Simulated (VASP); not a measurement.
Wanted: the native input for a VASP 6.6.1 run.

```
Task                   : single point
Functional             : PBEsol
Potentials or basis    : VASP PAW PBE potentials, release 64 (Sc_sv, Al)
Cutoff                 : 520 eV
k mesh                 : 12 × 12 × 12
Occupations            : gaussian, width 0.1 eV
Spin                   : no spin polarisation
Dipole correction      : no
Further INCAR settings : ALGO = Fast; EDIFF = 1e-06; NBANDS = 26
```

The structure of Sc3Al lies in POSCAR:

```
Sc3Al
1.0
    4.1998031990      0.0000000000      0.0000000000
    0.0000000000      4.1998031990      0.0000000000
    0.0000000000      0.0000000000      4.5199859397
Sc Al
3 1
Direct
    0.5000000000      0.0000000000      0.5000000000
    0.0000000000      0.5000000000      0.5000000000
    0.5000000000      0.5000000000      0.0000000000
    0.0000000000      0.0000000000      0.0000000000
```

This cell differs from its parent crystal: biaxial strain in the a-b plane: -4.0 %, then relaxed in part.

One way to write it, as run:

INCAR

```
PREC = Accurate
ENCUT = 520
EDIFF = 1E-6
ISMEAR = 0
SIGMA = 0.1
LREAL = F
LASPH = T
NELM = 80
ALGO = Fast
ISIF = 2
LWAVE = F
LCHARG = F
GGA = PS
NBANDS = 26
```

KPOINTS

```
regular mesh
0
Gamma
  12 12 12
```

Potentials or basis: VASP PAW PBE potentials, release 64 (Sc_sv, Al).

Launch:

```sh
$ cat potpaw_PBE.64/Sc_sv/POTCAR potpaw_PBE.64/Al/POTCAR > POTCAR
$ mpirun -np 1 vasp_std > vasp.out
```

Results of the run:

```yaml
Pressure: 3.8 GPa
Band_gap_on_the_k_mesh: zero (band 18 reaches 5.59 eV, above the bottom of band 19 at 4.20 eV)
```

Caveat: the cell differs from its parent crystal (biaxial strain in the a-b plane: -4.0 %, then relaxed in part); the PAW data sets were made with another functional, which shifts forces and pressure a little.

Run time: 8.6 min on 1 thread of Oxide Virtual Turin-like Processor (shared host), peak memory 0.4 GiB.
